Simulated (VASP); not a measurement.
Wanted: the native input for a VASP 6.6.1 run.

```
Task                   : single point
Functional             : PBE
Potentials or basis    : VASP PAW PBE potentials, release 64 (Si, Sn_d)
Cutoff                 : 520 eV
k mesh                 : 4 × 4 × 4
Occupations            : gaussian, width 0.1 eV
Spin                   : no spin polarisation
Dipole correction      : no
Further INCAR settings : ALGO = Normal; EDIFF = 1e-06; NBANDS = 21
```

The structure of Si3Sn lies in POSCAR:

```
Si3Sn
1.0
   -2.7996821400      2.7996821400      2.7996821400
    2.7996821400     -2.7996821400      2.7996821400
    2.7996821400      2.7996821400     -2.7996821400
Si Sn
3 1
Direct
    0.0000000000      0.5000000000      0.5000000000
    0.5000000000      0.0000000000      0.5000000000
    0.5000000000      0.5000000000      0.0000000000
    0.0000000000      0.0000000000      0.0000000000
```

These files were run (other wordings do the same):

INCAR

```
PREC = Accurate
ENCUT = 520
EDIFF = 1E-6
ISMEAR = 0
SIGMA = 0.1
LREAL = False
LASPH = True
NELM = 60
ALGO = Normal
ISIF = 2
LWAVE = False
LCHARG = True
GGA = PE
LELF = True
LVHAR = True
NBANDS = 21
```

KPOINTS

```
regular mesh
0
Gamma
  4 4 4
```

Potentials or basis: VASP PAW PBE potentials, release 64 (Si, Sn_d).

The run is started by

```sh
$ cat potpaw_PBE.64/Si/POTCAR potpaw_PBE.64/Sn_d/POTCAR > POTCAR
$ mpirun -np 1 vasp_std > vasp.out
```

It gave:

The pressure is -6.5 GPa. The band gap on the k mesh is zero (band 13 reaches 7.49 eV, above the bottom of band 14 at 4.17 eV).

Caveat: the k points lie up to 0.40 Å⁻¹ apart; spin-orbit coupling is left out, which moves the levels of the heavy elements.

Run time: 37 s on 1 thread of AMD EPYC 7R13 (shared host), peak memory 0.17 GiB.
